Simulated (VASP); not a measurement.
# Ge3Pd (Pm-3m) in VASP: a series of runs

The runs below take Ge3Pd through single point, with LDA.

Program: VASP 6.6.1. These are calculated values, not measurements. Logs are shortened: lines on timing, memory, paths and dates and some standing lists are left out, and cuts for length are marked.

## Step 1: The cell of the first run

The structure is cubic, space group Pm-3m (No. 221). The conventional cell has a = 4.057 Å, b = 4.057 Å, c = 4.057 Å, α = 90.00°, β = 90.00°, γ = 90.00°. Pd (site symmetry m-3m) has 12 Ge at 2.87 Å within 3.8 Å. Within 3.8 Å of Ge (site symmetry 4/mmm) lie 4 Pd at 2.87 Å and 8 Ge at 2.87 Å.

## Step 2: Single point, LDA (volume scaled by 0.94)

Contents of INCAR:

```
PREC     = Accurate       # precision mode
ENCUT    = 520            # plane-wave cutoff, eV
EDIFF    = 1E-6           # SCF threshold, eV
ISMEAR   = -1             # smearing method
SIGMA    = 0.05           # smearing width, eV
LREAL    = False          # projectors in reciprocal space
LASPH    = True           # aspherical terms in the spheres
NELM     = 100            # most SCF steps
ALGO     = Normal         # electronic algorithm
ISIF     = 2              # what is computed and relaxed
LWAVE    = False          # write WAVECAR
LCHARG   = True           # write CHGCAR
LELF     = True           # ELF
LVHAR    = True         
NBANDS   = 34             # bands
```

Contents of KPOINTS:

```
regular mesh
0
Gamma
  7 7 7
```

Contents of POSCAR:

```
Ge3Pd
1.0
    4.0574681928      0.0000000000      0.0000000000
    0.0000000000      4.0574681928      0.0000000000
    0.0000000000      0.0000000000      4.0574681928
Pd Ge
1 3
Direct
    0.0000000000      0.0000000000      0.0000000000
    0.5000000000      0.5000000000      0.0000000000
    0.5000000000      0.0000000000      0.5000000000
    0.0000000000      0.5000000000      0.5000000000
```

Potentials or basis: VASP PAW LDA potentials, release 64 (Pd, Ge_d).

On the command line:

```sh
$ cat potpaw_LDA.64/Pd/POTCAR potpaw_LDA.64/Ge_d/POTCAR > POTCAR
$ mpirun -np 1 vasp_std > vasp.out
```

OUTCAR:

```text
PREC = Accurate
   ENCUT = 520
   EDIFF = 1E-6
   ISMEAR = -1
   LREAL = False
   LASPH = True
   NELM = 100
   ISIF = 2

 ion  position               nearest neighbor table
   1  0.000  0.000  0.000-   2 2.87   3 2.87   4 2.87   3 2.87   4 2.87   2 2.87   4 2.87   4 2.87
                             2 2.87   3 2.87   3 2.87   2 2.87
   2  0.500  0.500  0.000-   1 2.87   3 2.87   4 2.87   3 2.87   4 2.87   1 2.87   3 2.87   3 2.87
                             1 2.87   4 2.87   4 2.87   1 2.87
   3  0.500  0.000  0.500-   1 2.87   2 2.87   4 2.87   1 2.87   2 2.87   2 2.87   4 2.87   2 2.87
                             1 2.87   4 2.87   1 2.87   4 2.87
   4  0.000  0.500  0.500-   1 2.87   2 2.87   3 2.87   1 2.87   2 2.87   1 2.87   3 2.87   1 2.87
                             2 2.87   3 2.87   2 2.87   3 2.87

  LATTYP: Found a simple cubic cell.
 ALAT       =     4.0574681928

  Lattice vectors:

 A1 = (   4.0574681928,   0.0000000000,   0.0000000000)
 A2 = (   0.0000000000,   4.0574681928,   0.0000000000)
 A3 = (   0.0000000000,   0.0000000000,   4.0574681928)

Analysis of symmetry for initial positions (statically):
=====================================================================
 Subroutine PRICEL returns:
 Original cell was already a primitive cell.

 Routine SETGRP: Setting up the symmetry group for a
 simple cubic supercell.

 Subroutine GETGRP returns: Found 48 space group operations
 (whereof 48 operations were pure point group operations)
 out of a pool of 48 trial point group operations.

The static configuration has the point symmetry O_h .

Analysis of symmetry for dynamics (positions and initial velocities):
=====================================================================
 Subroutine PRICEL returns:
 Original cell was already a primitive cell.

 Routine SETGRP: Setting up the symmetry group for a
 simple cubic supercell.

 Subroutine GETGRP returns: Found 48 space group operations
 (whereof 48 operations were pure point group operations)
 out of a pool of 48 trial point group operations.

The dynamic configuration has the point symmetry O_h .

 Subroutine INISYM returns: Found 48 space group operations
 (whereof 48 operations are pure point group operations),
 and found     1 'primitive' translations

----------------------------------------------------------------------------------------

                                     Primitive cell

  volume of cell :      66.7983
[... 87 lines left out ...]
   NELM   =    100;   NELMIN=  2; NELMDL= -5     # of ELM steps
   EDIFF  = 0.1E-05   stopping-criterion for ELM
   LREAL  =      F    real-space projection
   EDIFFG = 0.1E-04   stopping-criterion for IOM
   NSW    =      0    number of steps for IOM
   IBRION =     -1    ionic relax: 0-MD 1-quasi-New 2-CG
   NFREE  =      0    steps in history (QN), initial steepest desc. (CG)
   ISIF   =      2    stress and relaxation
   ISYM   =      2    0-nonsym 1-usesym 2-fastsym
   POTIM  = 0.5000    time-step for ionic-motion
   TEBEG  =    0.0;   TEEND  =   0.0 temperature during run
   PSTRESS=    0.0 pullay stress
   NELECT =      52.0000    total number of electrons
   NUPDOWN=      -1.0000    fix difference up-down
   EMIN   =  10.00;   EMAX   =-10.00  energy-range for DOS
   EFERMI =   0.00;   METHOD = LEGACY
   ISMEAR =    -1;   SIGMA  =   0.05  broadening in eV -4-tet -1-fermi 0-gaus
   EFERMI_NEDOS =   21; number of points for ismear=-14 and -15
   IALGO  =     38    algorithm
   IMIX   =      4    mixing-type and parameters
     AMIX     =   0.40;   BMIX     =  1.00
     AMIX_MAG =   1.60;   BMIX_MAG =  1.00
  volume/ion in A,a.u.               =      16.70       112.69
  Fermi-wavevector in a.u.,A,eV,Ry     =   1.505986  2.845900 30.857913  2.267993
  Thomas-Fermi vector in A             =   2.616762
   LORBIT       =      0    0 simple, 1 ext, 2 COOP (PROOUT), +10 PAW based schemes
   GGA     = CA    functional components
   LHFCALC =     F    Hartree Fock is set to
   AEXX    =    0.0000 exact exchange contribution
   IVDW    =     0    specifies the selected vdW correction
   LEPSILON=     F    determine dielectric tensor
   LRPA    =     F    only Hartree local field effects (RPA)
 non-spin polarized calculation
  energy-cutoff  :      520.00
  volume of cell :       66.80
 maximum number of plane-waves:      1817
 NGX is ok and might be reduce to    30
   NGX = 15   NGY = 15   NGZ = 15

 number of electron      51.9999892 magnetization

 Free energy of the ion-electron system (eV)
  ---------------------------------------------------
  ext. energy  EPLUGINS =         0.00000000
  ---------------------------------------------------
  free energy    TOTEN  =       -21.81282461 eV

  energy without entropy =      -21.79776474  energy(sigma->0) =      -21.80529467

 E-fermi :   8.0794     XC(G=0): -12.3393

 val. band max:        8.0602535935   @ k =   0.4286   0.4286   0.1429
 cond. band min:       8.1598693535   @ k =   0.4286   0.0000   0.0000
 fundamental gap:      0.0996157600
 Fermi energy:         8.0793785077

 k-point     1 :       0.0000    0.0000    0.0000
  band No.  band energies     occupation
      1     -16.8342      2.00000
      2     -16.8342      2.00000
      3     -16.8342      2.00000
      4     -16.8216      2.00000
      5     -16.7603      2.00000
      6     -16.7603      2.00000
[... 729 lines left out ...]
     33      15.9000      0.00000
     34      20.1355      0.00000

------------------------ aborting loop because EDIFF is reached ----------------------------------------

  FORCE on cell =-STRESS in cart. coord.  units (eV):
  Direction    XX          YY          ZZ          XY          YZ          ZX
  --------------------------------------------------------------------------------------
  -------------------------------------------------------------------------------------
  Total       -0.6142846     -0.6142846     -0.6142846      0.0000000      0.0000000     -0.0000000
  in kB      -14.7338027    -14.7338027    -14.7338027      0.0000000      0.0000000     -0.0000000
  external PRESSURE =     -14.7338027 kB  Pullay stress =       0.0000000 kB

 VOLUME and BASIS-vectors are now :
 -----------------------------------------------------------------------------
  energy-cutoff  :      520.00
  volume of cell :       66.80
      direct lattice vectors                 reciprocal lattice vectors
     4.057468193  0.000000000  0.000000000     0.246459110  0.000000000  0.000000000
     0.000000000  4.057468193  0.000000000     0.000000000  0.246459110  0.000000000
     0.000000000  0.000000000  4.057468193     0.000000000  0.000000000  0.246459110

 POSITION                                       TOTAL-FORCE (eV/Angst)
 -----------------------------------------------------------------------------------
      0.00000      0.00000      0.00000         0.000000      0.000000      0.000000
      2.02873      2.02873      0.00000         0.000000      0.000000      0.000000
      2.02873      0.00000      2.02873         0.000000      0.000000      0.000000
      0.00000      2.02873      2.02873         0.000000      0.000000      0.000000
 -----------------------------------------------------------------------------------
    total drift:                                0.000000      0.000000     -0.000000

  FREE ENERGIE OF THE ION-ELECTRON SYSTEM (eV)
  ---------------------------------------------------
  free  energy   TOTEN  =       -21.8128246099 eV

  energy  without entropy=      -21.7977647390  energy(sigma->0) =      -21.80529467
```

stdout:

```text
POSCAR found type information on POSCAR PdGe
 POSCAR found :  2 types and       4 ions
 scaLAPACK will be used
 LDA part: xc-table for (Slater(with rela. corr.)+CA(PZ))
 , standard interpolation
 POSCAR, INCAR and KPOINTS ok, starting setup
 FFT: planning ... GRIDC
 FFT: planning ... GRID_SOFT
 FFT: planning ... GRID
 WAVECAR not read
 entering main loop
```

Wall time 32 s (1 thread of Intel Xeon 6975P-C, shared host); peak memory 0.17 GiB.

What came out:

```
Free energy            : -21.8128 eV
Pressure               : -1.5 GPa
Band gap on the k mesh : zero (band 26 reaches 8.28 eV, above the bottom of band 27 at 6.58 eV)
```

## Step 3: Single point, LDA (volume scaled by 0.96)

Contents of INCAR:

```
SYSTEM = Ge3Pd
PREC = Accurate
ENCUT = 520
EDIFF = 1E-6
ISMEAR = -1
SIGMA = 0.05
LREAL = .False.
LASPH = .True.
NELM = 60
ALGO = Normal
ISIF = 2
LWAVE = .False.
LCHARG = .False.
GGA = CA
NBANDS = 34
```

Contents of KPOINTS:

```
regular mesh
0
Gamma
  7 7 7
  0 0 0
```

Contents of POSCAR:

```
Ge3Pd
1.0
    4.0860428539      0.0000000000      0.0000000000
    0.0000000000      4.0860428539      0.0000000000
    0.0000000000      0.0000000000      4.0860428539
Pd Ge
1 3
Direct
    0.0000000000      0.0000000000      0.0000000000
    0.5000000000      0.5000000000      0.0000000000
    0.5000000000      0.0000000000      0.5000000000
    0.0000000000      0.5000000000      0.5000000000
```

Potentials or basis: VASP PAW LDA potentials, release 64 (Pd, Ge_d).

On the command line:

```sh
$ cat potpaw_LDA.64/Pd/POTCAR potpaw_LDA.64/Ge_d/POTCAR > POTCAR
$ mpirun -np 1 vasp_std > vasp.out
```

Run time: 32 s. Hardware: 1 thread of Intel Xeon 6975P-C, shared host; peak memory 0.17 GiB.

The run converged. Its results:

```yaml
Free_energy: -21.7914 eV
Pressure: -3.5 GPa
Band_gap_on_the_k_mesh: zero (band 26 reaches 7.95 eV, above the bottom of band 27 at 6.32 eV)
```

Levels at points of the mesh, in eV from the Fermi level:
| k point | band 22 | band 23 | band 24 | band 25 | band 26 | band 27 | band 28 | band 29 | band 30 | band 31 |
| --- | --- | --- | --- | --- | --- | --- | --- | --- | --- | --- |
| (0.00, 0.00, 0.00) | -2.82 | -2.82 | -2.82 | -1.58 | -1.58 | 0.80 | 3.00 | 3.00 | 3.00 | 5.71 |

## Step 4: Single point, LDA (volume scaled by 0.98)

Contents of INCAR:

```
PREC = Accurate
ENCUT = 520
EDIFF = 1E-6
ISMEAR = -1
SIGMA = 0.05
LREAL = False
LASPH = True
NELM = 80
ALGO = Normal
ISIF = 2
LWAVE = False
LCHARG = False
GGA = CA
NBANDS = 34
```

Contents of KPOINTS:

```
Automatic mesh
0
Gamma
  7 7 7
```

Contents of POSCAR:

```
Ge3Pd
1.0
    4.1142233503      0.0000000000      0.0000000000
    0.0000000000      4.1142233503      0.0000000000
    0.0000000000      0.0000000000      4.1142233503
Pd Ge
1 3
Direct
    0.0000000000      0.0000000000      0.0000000000
    0.5000000000      0.5000000000      0.0000000000
    0.5000000000      0.0000000000      0.5000000000
    0.0000000000      0.5000000000      0.5000000000
```

On the command line:

```sh
$ cat potpaw_LDA.64/Pd/POTCAR potpaw_LDA.64/Ge_d/POTCAR > POTCAR
$ mpirun -np 1 vasp_std > vasp.out
```

Run time: 25 s. Hardware: 1 thread of Intel Xeon 6975P-C, shared host; peak memory 0.17 GiB.

The run converged. Its results:

```yaml
Free_energy: -21.7530 eV
Pressure: -5.3 GPa
Band_gap_on_the_k_mesh: zero (band 26 reaches 7.65 eV, above the bottom of band 27 at 6.08 eV)
```

Levels at points of the mesh, in eV from the Fermi level:
```
           k point  band 24  band 25  band 26  band 27  band 28  band 29
(0.00, 0.00, 0.00)    -2.73    -1.58    -1.58     0.83     2.98     2.98
```

[end of part 1 of 2]
